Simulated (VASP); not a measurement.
CoSi (rocksalt type): relaxation of cell and atoms with PBE

The system is CoSi (rocksalt type).

```xyz
2
Lattice="0.0000 2.2924 2.2924 2.2924 0.0000 2.2924 2.2924 2.2924 0.0000" Properties=species:S:1:pos:R:3 pbc="T T T"
Co    0.0000    0.0000    0.0000
Si    2.2924    2.2924    2.2924
```

```
Program                : VASP 6.6.1
Task                   : relaxation of cell and atoms
Functional             : PBE
Potentials or basis    : VASP PAW PBE potentials, release 64 (Co, Si)
Cutoff                 : 600 eV
k mesh                 : 15 × 15 × 15
Occupations            : fermi-dirac, width 0.1 eV
Spin                   : no spin polarisation
Dipole correction      : no
Further INCAR settings : ALGO = Normal; EDIFF = 1e-06; IBRION = 2; EDIFFG = -0.005; NSW = 60; ISIF = 3
```

| Quantity | Value |
| --- | --- |
| Relaxed volume | 12.68 Å³/atom |
| Relaxed cell | a = 3.298 Å, b = 3.298 Å, c = 3.298 Å, α = 60.00°, β = 60.00°, γ = 60.00° |
| Space group after relaxing (to 0.05 Å) | Fm-3m (No. 225) |
| Energy gained by relaxing | 17.5 meV/atom |
| Ionic steps | 6 |
| Pressure after relaxing | 0.0 GPa |

Step by step:
```
step  energy change (eV)  largest force (eV/Å)  pressure (GPa)  volume (Å³)
   1              0.0000                0.0000            9.25        24.09
   2             -0.0072                0.0000           -6.89        26.60
   3             -0.0350                0.0000            0.22        25.37
   4             -0.0350                0.0000           -0.22        25.41
   5             -0.0350                0.0000            0.09        25.35
   6             -0.0350                0.0000            0.04        25.36
```

Final structure:
```cif
data_structure
_symmetry_space_group_name_H-M 'P 1'
_symmetry_Int_Tables_number 1
_cell_length_a 3.2978
_cell_length_b 3.2978
_cell_length_c 3.2978
_cell_angle_alpha 60.000
_cell_angle_beta 60.000
_cell_angle_gamma 60.000
_cell_volume 25.36
loop_
_atom_site_label
_atom_site_type_symbol
_atom_site_fract_x
_atom_site_fract_y
_atom_site_fract_z
_atom_site_occupancy
Co1 Co 0.00000 0.00000 0.00000 1
Si1 Si 0.50000 0.50000 0.50000 1
```

Levels at points of the mesh, in eV from the Fermi level:
```csv
k point,band 3,band 4,band 5,band 6,band 7,band 8,band 9,band 10
"(0.00, 0.00, 0.00)",-1.91,-1.91,-1.82,-1.82,4.38,4.38,4.38,10.73
```

It took 94 s on 1 thread of Intel(R) Xeon(R) Platinum 8375C CPU @ 2.90GHz (Ice Lake), with other jobs on the host, peak memory 0.2 GiB.

Spin polarisation is off, so any magnetic state and its effect on volume and gap are missing.
